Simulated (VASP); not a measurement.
A run of VASP 6.6.1 is set up as follows.

Contents of INCAR:

```
SYSTEM = As
PREC = Accurate ; ENCUT = 520
EDIFF = 1E-7 ; ISMEAR = -1
SIGMA = 0.1 ; LREAL = .FALSE.
LASPH = .TRUE. ; NELM = 80
ALGO = Normal ; ISIF = 2
LWAVE = .FALSE. ; LCHARG = .FALSE.
NBANDS = 14
```

Contents of KPOINTS:

```
Automatic mesh
0
G
  9 9 13
  0 0 0
```

The input POSCAR:

```
As
1.0
    4.9347474314      0.0000000000      0.0000000000
   -2.4673737157      4.2736166369      0.0000000000
    0.0000000000      0.0000000000      2.8719067761
As
3
Direct
    1.0000000000      1.0000000000      0.0000000000
    0.3333333333      0.6666666667      0.5000000000
    0.6666666667      0.3333333333      0.5000000000
```

Potentials or basis: VASP PAW LDA potentials, release 64 (As).

Launch:

```console
$ cat potpaw_LDA.64/As/POTCAR > POTCAR
$ mpirun -np 1 vasp_std > vasp.out
```

**Question.** Estimate the pressure.

**Answer.** -8.0 GPa.

Stress tensor (GPa, compression positive):
```
-8.15  0.00  0.00
 0.00 -8.15  0.00
 0.00  0.00 -7.72
```
